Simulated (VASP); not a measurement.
# Sc (Fm-3m) in VASP: notebook

The runs below take Sc through relaxation of cell and atoms, with PBEsol.

Everything below comes from runs of VASP 6.6.1. Logs are shortened: lines on timing, memory, paths and dates and some standing lists are left out, and cuts for length are marked.

### 1 The cell of the first run

The structure is cubic, space group Fm-3m (No. 225). The conventional cell has a = 4.640 Å, b = 4.640 Å, c = 4.640 Å, α = 90.00°, β = 90.00°, γ = 90.00°. Sc (site symmetry m-3m) has 12 Sc at 3.28 Å within 4.3 Å.

This isn't the form of Sc at room conditions, which is hcp.

### 2 Relaxation of cell and atoms, PBEsol

The input, INCAR:

```
SYSTEM = Sc
  PREC = Accurate
  ENCUT = 500
  EDIFF = 1E-7
  ISMEAR = 0
  SIGMA = 0.05
  LREAL = .False.
  LASPH = .True.
  NELM = 120
  ALGO = Normal
  ISIF = 3
  LWAVE = .False.
  LCHARG = .False.
  GGA = PS
  IBRION = 2
  NSW = 60
  EDIFFG = -0.01
  GGA_COMPAT = .False.
  NELMIN = 4
```

The input, KPOINTS:

```
Automatic mesh
0
Gamma
  9 9 9
  0 0 0
```

The input, POSCAR:

```
Sc
1.0
    0.0000000000      2.3200000000      2.3200000000
    2.3200000000      0.0000000000      2.3200000000
    2.3200000000      2.3200000000      0.0000000000
Sc
1
Direct
    0.0000000000      0.0000000000      0.0000000000
```

Potentials or basis: VASP PAW PBE potentials, release 64 (Sc_sv).

Started as:

```console
$ cat potpaw_PBE.64/Sc_sv/POTCAR > POTCAR
$ mpirun -np 1 vasp_std > vasp.out
```

OUTCAR:

```text
SYSTEM = Sc
   PREC = Accurate
   ENCUT = 500
   EDIFF = 1E-7
   ISMEAR = 0
   LREAL = .False.
   LASPH = .True.
   NELM = 120
   ISIF = 3
   GGA = PS
   IBRION = 2
   NSW = 60
   EDIFFG = -0.01
   NELMIN = 4

 ion  position               nearest neighbor table
   1  0.000  0.000  0.000-

  LATTYP: Found a face centered cubic cell.
 ALAT       =     4.6400000000

  Lattice vectors:

 A1 = (   0.0000000000,   2.3200000000,   2.3200000000)
 A2 = (   2.3200000000,   0.0000000000,   2.3200000000)
 A3 = (   2.3200000000,   2.3200000000,   0.0000000000)

Analysis of symmetry for initial positions (statically):
=====================================================================
 Subroutine PRICEL returns:
 Original cell was already a primitive cell.

 Routine SETGRP: Setting up the symmetry group for a
 face centered cubic supercell.

 Subroutine GETGRP returns: Found 48 space group operations
 (whereof 48 operations were pure point group operations)
 out of a pool of 48 trial point group operations.

The static configuration has the point symmetry O_h .

Analysis of symmetry for dynamics (positions and initial velocities):
=====================================================================
 Subroutine PRICEL returns:
 Original cell was already a primitive cell.

 Routine SETGRP: Setting up the symmetry group for a
 face centered cubic supercell.

 Subroutine GETGRP returns: Found 48 space group operations
 (whereof 48 operations were pure point group operations)
 out of a pool of 48 trial point group operations.

The dynamic configuration has the point symmetry O_h .

 Subroutine INISYM returns: Found 48 space group operations
 (whereof 48 operations are pure point group operations),
 and found     1 'primitive' translations

----------------------------------------------------------------------------------------

                                     Primitive cell

  volume of cell :      24.9743

  direct lattice vectors                    reciprocal lattice vectors
     0.000000000  2.320000000  2.320000000    -0.215517241  0.215517241  0.215517241
     2.320000000  0.000000000  2.320000000     0.215517241 -0.215517241  0.215517241
     2.320000000  2.320000000  0.000000000     0.215517241  0.215517241 -0.215517241

  length of vectors
     3.280975465  3.280975465  3.280975465     0.373286812  0.373286812  0.373286812

  position of ions in fractional coordinates (direct lattice)
     0.000000000  0.000000000  0.000000000

  ion indices of the primitive-cell ions
   primitive index   ion index
                 1           1

----------------------------------------------------------------------------------------

 KPOINTS: Automatic mesh

Automatic generation of k-mesh.
 Grid dimensions read from file:
 generate k-points for:    9    9    9

 Generating k-lattice:

  Cartesian coordinates                     Fractional coordinates (reciprocal lattice)
    -0.023946360  0.023946360  0.023946360     0.111111111  0.000000000  0.000000000
     0.023946360 -0.023946360  0.023946360     0.000000000  0.111111111  0.000000000
     0.023946360  0.023946360 -0.023946360     0.000000000  0.000000000  0.111111111

  Length of vectors
     0.041476312  0.041476312  0.041476312

  Shift w.r.t. Gamma in fractional coordinates (k-lattice)
     0.000000000  0.000000000  0.000000000

 Subroutine IBZKPT returns following result:
 ===========================================

 Found     35 irreducible k-points:

 Following reciprocal coordinates:
            Coordinates               Weight
  0.000000  0.000000  0.000000      1.000000
  0.111111  0.000000  0.000000      8.000000
  0.222222  0.000000  0.000000      8.000000
  0.333333  0.000000  0.000000      8.000000
  0.444444  0.000000  0.000000      8.000000
  0.111111  0.111111  0.000000      6.000000
[... 16 lines left out ...]
 -0.333333  0.333333  0.000000     12.000000
  0.444444  0.444444  0.000000      6.000000
 [... further k-points ...]
   k-points           NKPTS =     35   k-points in BZ     NKDIM =     35   number of bands    NBANDS=      9
   number of dos      NEDOS =    301   number of ions     NIONS =      1
   total plane-waves  NPLWV =  13824
   dimension x,y,z NGX =    24 NGY =   24 NGZ =   24
   dimension x,y,z NGXF=    48 NGYF=   48 NGZF=   48
   ions per type =               1
   NGX,Y,Z   is equivalent  to a cutoff of  12.16, 12.16, 12.16 a.u.
   NGXF,Y,Z  is equivalent  to a cutoff of  24.32, 24.32, 24.32 a.u.
 SYSTEM =  Sc
   PREC   = accura    normal or accurate (medium, high low for compatibility)
   ISTART =      0    job   : 0-new  1-cont  2-samecut
   ICHARG =      2    charge: 1-file 2-atom 10-const
   ISPIN  =      1    spin polarized calculation?
   LNONCOLLINEAR =      F non collinear calculations
   LSORBIT =      F    spin-orbit coupling
   LASPH  =      T    aspherical Exc in radial PAW
   ENCUT  =  500.0 eV  36.75 Ry    6.06 a.u.   5.98  5.98  5.98*2*pi/ulx,y,z
   NELM   =    120;   NELMIN=  4; NELMDL= -5     # of ELM steps
   EDIFF  = 0.1E-06   stopping-criterion for ELM
   LREAL  =      F    real-space projection
   EDIFFG = -.1E-01   stopping-criterion for IOM
   NSW    =     60    number of steps for IOM
   IBRION =      2    ionic relax: 0-MD 1-quasi-New 2-CG
   NFREE  =      1    steps in history (QN), initial steepest desc. (CG)
   ISIF   =      3    stress and relaxation
   ISYM   =      2    0-nonsym 1-usesym 2-fastsym
   POTIM  = 0.5000    time-step for ionic-motion
   TEBEG  =    0.0;   TEEND  =   0.0 temperature during run
   PSTRESS=    0.0 pullay stress
   NELECT =      11.0000    total number of electrons
   NUPDOWN=      -1.0000    fix difference up-down
   EMIN   =  10.00;   EMAX   =-10.00  energy-range for DOS
   EFERMI =   0.00;   METHOD = LEGACY
   ISMEAR =     0;   SIGMA  =   0.05  broadening in eV -4-tet -1-fermi 0-gaus
   EFERMI_NEDOS =   21; number of points for ismear=-14 and -15
   IALGO  =     38    algorithm
   IMIX   =      4    mixing-type and parameters
     AMIX     =   0.40;   BMIX     =  1.00
     AMIX_MAG =   1.60;   BMIX_MAG =  1.00
  volume/ion in A,a.u.               =      24.97       168.54
  Fermi-wavevector in a.u.,A,eV,Ry     =   1.245588  2.353820 21.109295  1.551489
  Thomas-Fermi vector in A             =   2.379804
   LORBIT       =      0    0 simple, 1 ext, 2 COOP (PROOUT), +10 PAW based schemes
   GGA     = PS    functional components
   LHFCALC =     F    Hartree Fock is set to
   AEXX    =    0.0000 exact exchange contribution
   IVDW    =     0    specifies the selected vdW correction
   LEPSILON=     F    determine dielectric tensor
   LRPA    =     F    only Hartree local field effects (RPA)
 conjugate gradient relaxation of ions
 non-spin polarized calculation
 Gauss-broadening in eV      SIGMA  =   0.05
  energy-cutoff  :      500.00
  volume of cell :       24.97
 maximum number of plane-waves:       650
   NGX = 11   NGY = 11   NGZ = 11

--------------------------------------- Ionic step        1  -------------------------------------------

 number of electron      11.0000002 magnetization

 Free energy of the ion-electron system (eV)
  ---------------------------------------------------
  ext. energy  EPLUGINS =         0.00000000
  ---------------------------------------------------
  free energy    TOTEN  =        -6.55259891 eV

  energy without entropy =       -6.55062621  energy(sigma->0) =       -6.55161256

 E-fermi :   3.5874     XC(G=0):  -9.9343

 val. band max:        3.4867989052   @ k =   0.4444   0.3333   0.1111
 cond. band min:       3.5996510723   @ k =  -0.4444   0.1111   0.0000
 fundamental gap:      0.1128521672
 Fermi energy:         3.5873547408

 k-point     1 :       0.0000    0.0000    0.0000
  band No.  band energies     occupation
      1     -45.7011      2.00000
      2     -24.2106      2.00000
      3     -24.2106      2.00000
      4     -24.2106      2.00000
      5      -1.6146      2.00000
      6       5.1161      0.00000
      7       5.1161      0.00000
      8       5.1161      0.00000
      9       6.4732      0.00000

 k-point     2 :       0.1111    0.0000    0.0000
  band No.  band energies     occupation
      1     -45.6945      2.00000
      2     -24.2567      2.00000
      3     -24.2166      2.00000
      4     -24.2166      2.00000
      5      -1.3077      2.00000
      6       4.8978      0.00000
      7       5.2214      0.00000
      8       5.2214      0.00000
      9       6.4055      0.00000

 k-point     3 :       0.2222    0.0000    0.0000
  band No.  band energies     occupation
      1     -45.6776      2.00000
      2     -24.3718      2.00000
      3     -24.2316      2.00000
      4     -24.2316      2.00000
      5      -0.4532      2.00000
      6       4.4116      0.00000
      7       5.3348      0.00000
      8       5.3348      0.00000
      9       6.4444      0.00000
[... 300 lines left out ...]
 VOLUME and BASIS-vectors are now :
 -----------------------------------------------------------------------------
  energy-cutoff  :      500.00
  volume of cell :       23.36
      direct lattice vectors                 reciprocal lattice vectors
     0.000000000  2.268857632  2.268857632    -0.220375220  0.220375220  0.220375220
     2.268857632  0.000000000  2.268857632     0.220375220 -0.220375220  0.220375220
     2.268857632  2.268857632 -0.000000000     0.220375220  0.220375220 -0.220375220

 POSITION                                       TOTAL-FORCE (eV/Angst)
 -----------------------------------------------------------------------------------
      2.26886      4.53772      2.26886         0.000000     -0.000000     -0.000000
 -----------------------------------------------------------------------------------
    total drift:                               -0.000000     -0.000000      0.000000

  FREE ENERGIE OF THE ION-ELECTRON SYSTEM (eV)
  ---------------------------------------------------
  free  energy   TOTEN  =        -6.5661456212 eV

  energy  without entropy=       -6.5645078486  energy(sigma->0) =       -6.56532673

--------------------------------------- Ionic step        3  -------------------------------------------

 number of electron      10.9999997 magnetization

 Free energy of the ion-electron system (eV)
  ---------------------------------------------------
  ext. energy  EPLUGINS =         0.00000000
  ---------------------------------------------------
  free energy    TOTEN  =        -6.56637696 eV

  energy without entropy =       -6.56467341  energy(sigma->0) =       -6.56552519

 E-fermi :   3.9641     XC(G=0): -10.1771

 val. band max:        3.9635140795   @ k =  -0.3333   0.4444   0.2222
 cond. band min:       4.0048838600   @ k =  -0.3333   0.2222   0.0000
 fundamental gap:      0.0413697806
 Fermi energy:         3.9641207178

 k-point     1 :       0.0000    0.0000    0.0000
  band No.  band energies     occupation
      1     -45.1868      2.00000
      2     -23.6612      2.00000
      3     -23.6612      2.00000
      4     -23.6612      2.00000
      5      -1.3762      2.00000
      6       5.5509      0.00000
      7       5.5509      0.00000
      8       5.5509      0.00000
      9       7.0219      0.00000

 k-point     2 :       0.1111    0.0000    0.0000
  band No.  band energies     occupation
      1     -45.1782      2.00000
      2     -23.7180      2.00000
      3     -23.6684      2.00000
      4     -23.6684      2.00000
      5      -1.0524      2.00000
      6       5.3143      0.00000
      7       5.6645      0.00000
      8       5.6645      0.00000
      9       6.9466      0.00000

 k-point     3 :       0.2222    0.0000    0.0000
  band No.  band energies     occupation
      1     -45.1564      2.00000
      2     -23.8594      2.00000
      3     -23.6866      2.00000
      4     -23.6866      2.00000
      5      -0.1576      2.00000
      6       4.7967      0.00000
      7       5.7857      0.00000
      8       5.7857      0.00000
      9       6.9867      0.00000
[... 265 lines left out ...]
 VOLUME and BASIS-vectors are now :
 -----------------------------------------------------------------------------
  energy-cutoff  :      500.00
  volume of cell :       23.53
      direct lattice vectors                 reciprocal lattice vectors
     0.000000000  2.274543366  2.274543366    -0.219824342  0.219824342  0.219824342
     2.274543366  0.000000000  2.274543366     0.219824342 -0.219824342  0.219824342
     2.274543366  2.274543366 -0.000000000     0.219824342  0.219824342 -0.219824342

 POSITION                                       TOTAL-FORCE (eV/Angst)
 -----------------------------------------------------------------------------------
      0.00000      0.00000      0.00000         0.000000      0.000000     -0.000000
 -----------------------------------------------------------------------------------
    total drift:                               -0.000000      0.000000      0.000000

  FREE ENERGIE OF THE ION-ELECTRON SYSTEM (eV)
  ---------------------------------------------------
  free  energy   TOTEN  =        -6.5663769627 eV

  energy  without entropy=       -6.5646734102  energy(sigma->0) =       -6.56552519

 reached required accuracy - stopping structural energy minimisation
```

Wall time 8.5 s (1 thread of Intel Xeon Platinum 8488C (Sapphire Rapids), shared host); peak memory 0.14 GiB.

What came out:

| Property | Result |
| --- | --- |
| Free energy | -6.5664 eV |
| Relaxed volume | 23.53 Å³/atom |
| Relaxed cell | a = 3.217 Å, b = 3.217 Å, c = 3.217 Å, α = 60.00°, β = 60.00°, γ = 60.00° |
| Space group after relaxing (to 0.1 Å) | Fm-3m (No. 225) |
| Energy gained by relaxing | 13.8 meV/atom |
| Ionic steps | 3 |
| Pressure after relaxing | 0.0 GPa |
| Band gap on the k mesh | zero (an odd number of electrons rules out a gap without spin polarisation) |

The path:
```tsv
step	energy change (eV)	largest force (eV/Å)	pressure (GPa)	volume (Å³)
1	0.0000	0.0000	-2.93	24.97
2	-0.0135	0.0000	0.43	23.36
3	-0.0138	0.0000	0.00	23.53
```

Final structure:
```xyz
1
Lattice="0.0000 2.2745 2.2745 2.2745 0.0000 2.2745 2.2745 2.2745 0.0000" Properties=species:S:1:pos:R:3 pbc="T T T"
Sc    0.0000    0.0000    0.0000
```

Caveat: the PAW data sets were made with another functional, which shifts forces and pressure a little.

### 3 Relaxation of cell and atoms, PBEsol, target pressure 15 GPa, at which the enthalpy is minimised

The input, INCAR:

```
ALGO = Normal
EDIFF = 1E-7
EDIFFG = -0.01
ENCUT = 500
GGA = PS
GGA_COMPAT = False
IBRION = 2
ISIF = 3
ISMEAR = 0
LASPH = True
LCHARG = False
LREAL = False
LWAVE = False
NELM = 120
NELMIN = 4
NSW = 60
PREC = Accurate
PSTRESS = 150.0
SIGMA = 0.05
```

The input, KPOINTS:

```
k-points
0
Gamma
  9 9 9
```

POSCAR is that of step 2.

Potentials or basis: VASP PAW PBE potentials, release 64 (Sc_sv).

Started as:

```console
$ cat potpaw_PBE.64/Sc_sv/POTCAR > POTCAR
$ mpirun -np 1 vasp_std > vasp.out
```

OUTCAR:

```text
EDIFF = 1E-7
   EDIFFG = -0.01
   ENCUT = 500
   GGA = PS
   IBRION = 2
   ISIF = 3
   ISMEAR = 0
   LASPH = True
   LREAL = False
   NELM = 120
   NELMIN = 4
   NSW = 60
   PREC = Accurate
   PSTRESS = 150.0

 ion  position               nearest neighbor table
   1  0.000  0.000  0.000-

  LATTYP: Found a face centered cubic cell.
 ALAT       =     4.6400000000

  Lattice vectors:

 A1 = (   0.0000000000,   2.3200000000,   2.3200000000)
 A2 = (   2.3200000000,   0.0000000000,   2.3200000000)
 A3 = (   2.3200000000,   2.3200000000,   0.0000000000)

Analysis of symmetry for initial positions (statically):
=====================================================================
 Subroutine PRICEL returns:
 Original cell was already a primitive cell.

 Routine SETGRP: Setting up the symmetry group for a
 face centered cubic supercell.

 Subroutine GETGRP returns: Found 48 space group operations
 (whereof 48 operations were pure point group operations)
 out of a pool of 48 trial point group operations.

The static configuration has the point symmetry O_h .

Analysis of symmetry for dynamics (positions and initial velocities):
[... 139 lines left out ...]
   LRPA    =     F    only Hartree local field effects (RPA)
 conjugate gradient relaxation of ions
 non-spin polarized calculation
 Gauss-broadening in eV      SIGMA  =   0.05
  energy-cutoff  :      500.00
  volume of cell :       24.97
 maximum number of plane-waves:       650
   NGX = 11   NGY = 11   NGZ = 11

--------------------------------------- Ionic step        1  -------------------------------------------

 number of electron      11.0000002 magnetization

 Free energy of the ion-electron system (eV)
  ---------------------------------------------------
  ext. energy  EPLUGINS =         0.00000000
  ---------------------------------------------------
  free energy    TOTEN  =        -6.55259891 eV

  energy without entropy =       -6.55062621  energy(sigma->0) =       -6.55161256

 E-fermi :   3.5874     XC(G=0):  -9.9343

 val. band max:        3.4867989052   @ k =   0.4444   0.3333   0.1111
 cond. band min:       3.5996510723   @ k =  -0.4444   0.1111   0.0000
 fundamental gap:      0.1128521672
 Fermi energy:         3.5873547408

 k-point     1 :       0.0000    0.0000    0.0000
  band No.  band energies     occupation
      1     -45.7011      2.00000
      2     -24.2106      2.00000
      3     -24.2106      2.00000
      4     -24.2106      2.00000
      5      -1.6146      2.00000
      6       5.1161      0.00000
      7       5.1161      0.00000
      8       5.1161      0.00000
      9       6.4732      0.00000
[... 460 lines left out ...]
--------------------------------------- Ionic step        6  -------------------------------------------

 number of electron      11.0000002 magnetization

 Free energy of the ion-electron system (eV)
  ---------------------------------------------------
  ext. energy  EPLUGINS =         0.00000000
  ---------------------------------------------------
  free energy    TOTEN  =        -6.39286740 eV

  energy without entropy =       -6.39082474  energy(sigma->0) =       -6.39184607

 E-fermi :   5.1911     XC(G=0): -11.0294

 val. band max:        5.1690966081   @ k =   0.3333   0.2222   0.0000
 cond. band min:       5.2306653508   @ k =  -0.3333   0.4444   0.2222
 fundamental gap:      0.0615687427
 Fermi energy:         5.1910993865

 k-point     1 :       0.0000    0.0000    0.0000
  band No.  band energies     occupation
      1     -43.4646      2.00000
      2     -21.7422      2.00000
      3     -21.7422      2.00000
      4     -21.7422      2.00000
      5      -0.3833      2.00000
      6       7.0528      0.00000
      7       7.0528      0.00000
      8       7.0528      0.00000
      9       8.9513      0.00000
[... 308 lines left out ...]
  energy  without entropy=       -6.3908247351  energy(sigma->0) =       -6.39184607

  enthalpy is  TOTEN    =        -4.5826734453 eV   P V=        1.8101939551

 reached required accuracy - stopping structural energy minimisation
```

Run time: 15 s. Hardware: 1 thread of Intel Xeon Platinum 8488C (Sapphire Rapids), shared host; peak memory 0.14 GiB.

Results:

```
Free energy                                                : -6.3929 eV
Relaxed volume                                             : 19.34 Å³/atom
Relaxed cell                                               : a = 3.013 Å, b = 3.013 Å, c = 3.013 Å, α = 60.00°, β = 60.00°, γ = 60.00°
Space group after relaxing (to 0.1 Å)                      : Fm-3m (No. 225)
Energy change on relaxing (the run minimises the enthalpy) : +159.7 meV/atom
Ionic steps                                                : 6
Pressure after relaxing                                    : 15.0 GPa
Band gap on the k mesh                                     : zero (an odd number of electrons rules out a gap without spin polarisation)
```

Step by step:
```csv
step,energy change (eV),largest force (eV/Å),pressure (GPa),volume (Å³)
1,0.0000,0.0000,-2.93,24.97
2,0.6501,0.0000,37.08,16.17
3,0.1534,0.0000,14.67,19.40
4,0.1629,0.0000,15.17,19.30
5,0.1580,0.0000,14.91,19.35
6,0.1597,0.0000,15.00,19.34
```

Final structure:
```xyz
1
Lattice="0.0000 2.1303 2.1303 2.1303 0.0000 2.1303 2.1303 2.1303 0.0000" Properties=species:S:1:pos:R:3 pbc="T T T"
Sc    0.0000    2.1303    2.1303
```

Levels at points of the mesh, in eV from the Fermi level:
| k point | band 2 | band 3 | band 4 | band 5 | band 6 | band 7 | band 8 | band 9 |
| --- | --- | --- | --- | --- | --- | --- | --- | --- |
| (0.00, 0.00, 0.00) | -26.93 | -26.93 | -26.93 | -5.57 | 1.86 | 1.86 | 1.86 | 3.76 |

Caveat: the cell is relaxed towards a set pressure, so the run minimises the enthalpy, not the energy; the volume moved by over 15 % at a fixed basis, so the end points are rough; the PAW data sets were made with another functional, which shifts forces and pressure a little.

(Continued in part 2 of 2.)
